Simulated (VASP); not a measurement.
Input of a VASP 6.6.1 run:

File INCAR:

```
SYSTEM = Al
ALGO = Normal ; EDIFF = 1E-7
ENCUT = 520 ; GGA = PE
ISIF = 2 ; ISMEAR = 0
LASPH = .TRUE. ; LCHARG = .FALSE.
LREAL = Auto ; LWAVE = .FALSE.
NBANDS = 62 ; NELM = 80
PREC = Accurate ; SIGMA = 0.1
```

Contents of KPOINTS:

```
k-points
0
G
  2 2 1
  0 0 0
```

The input POSCAR:

```
Al
1.0
    8.5913470000      0.0000000000      0.0000000000
    0.0000000000      8.5913470000      0.0000000000
    0.0000000000      0.0000000000     17.0500000000
Al
28
Direct
    0.0000000000      0.0000000000      0.0586510264
    0.3333332945      0.0000000000      0.0586510264
    0.6666667055      0.0000000000      0.0586510264
    0.0000000000      0.3333332945      0.0586510264
    0.3333332945      0.3333332945      0.0586510264
    0.6666667055      0.3333332945      0.0586510264
    0.0000000000      0.6666667055      0.0586510264
    0.3333332945      0.6666667055      0.0586510264
    0.6666667055      0.6666667055      0.0586510264
    0.1715259551      0.1666688588      0.1804769501
    0.5039638138      0.1667885141      0.1827907331
    0.8349773324      0.1667172796      0.1832184751
    0.1695096240      0.5012835589      0.1783868622
    0.5014971459      0.4986762844      0.1807972434
    0.8319173932      0.5015574391      0.1797808211
    0.1694101053      0.8322023310      0.1784270968
    0.5014828292      0.8346279111      0.1807636950
    0.8319639516      0.8319481218      0.1798152493
    0.0108471931     -0.0181121773      0.2983916716
    0.3363464425     -0.0001821600      0.3027768328
    0.6723066825     -0.0019504508      0.3080825806
    0.0108675624      0.3515558154      0.2981336657
    0.3362799803      0.3336470986      0.3028462170
    0.6724940804      0.3353692966      0.3082120821
    0.0002848215      0.6667648274      0.3002459238
    0.3334443365      0.6666050155      0.3006878006
    0.6655636188      0.6666640284      0.3024588270
    0.9361813695      0.1670825308      0.4178148387
```

Potentials or basis: VASP PAW PBE potentials, release 64 (Al).

Run with:

```console
$ cat potpaw_PBE.64/Al/POTCAR > POTCAR
$ mpirun -np 1 vasp_std > vasp.out
```

(1) Estimate the band gap on the k mesh.

(2) What does it give for the largest force?

Answers

(1) zero (bands 42 and 43 overlap by 0.10 eV).

(2) 0.688 eV/Å.

Caveat: the k points lie up to 0.37 Å⁻¹ apart.
